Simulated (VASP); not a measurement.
Write the native input for VASP 6.6.1 that does the following.

```
Task                   : single point
Functional             : LDA
Potentials or basis    : VASP PAW LDA potentials, release 64 (Tl_d)
Cutoff                 : 520 eV
k mesh                 : 14 × 14 × 14
Occupations            : fermi-dirac, width 0.1 eV
Spin                   : no spin polarisation
Dipole correction      : no
Further INCAR settings : ALGO = Normal; EDIFF = 1e-06; NBANDS = 12
```

The structure of Tl lies in POSCAR:

```
Tl
1.0
   -1.8306778819      1.8306778819      1.8306778819
    1.8306778819     -1.8306778819      1.8306778819
    1.8306778819      1.8306778819     -1.8306778819
Tl
1
Direct
    0.0000000000      0.0000000000      0.0000000000
```

This cell differs from its parent crystal: volume scaled by 0.9.

These files were run (other wordings do the same):

INCAR

```
SYSTEM = Tl
  PREC = Accurate
  ENCUT = 520
  EDIFF = 1E-6
  ISMEAR = -1
  SIGMA = 0.1
  LREAL = .False.
  LASPH = .True.
  NELM = 80
  ALGO = Normal
  ISIF = 2
  LWAVE = .False.
  LCHARG = .False.
  NBANDS = 12
```

KPOINTS

```
regular mesh
0
Gamma
  14 14 14
  0 0 0
```

Potentials or basis: VASP PAW LDA potentials, release 64 (Tl_d).

Launch:

```console
$ cat potpaw_LDA.64/Tl_d/POTCAR > POTCAR
$ mpirun -np 1 vasp_std > vasp.out
```

Results of the run:

The pressure is 6.2 GPa.

Run time: 11 s on 1 thread of Intel(R) Xeon(R) Platinum 8488C (Sapphire Rapids) (shared host), peak memory 0.14 GiB.
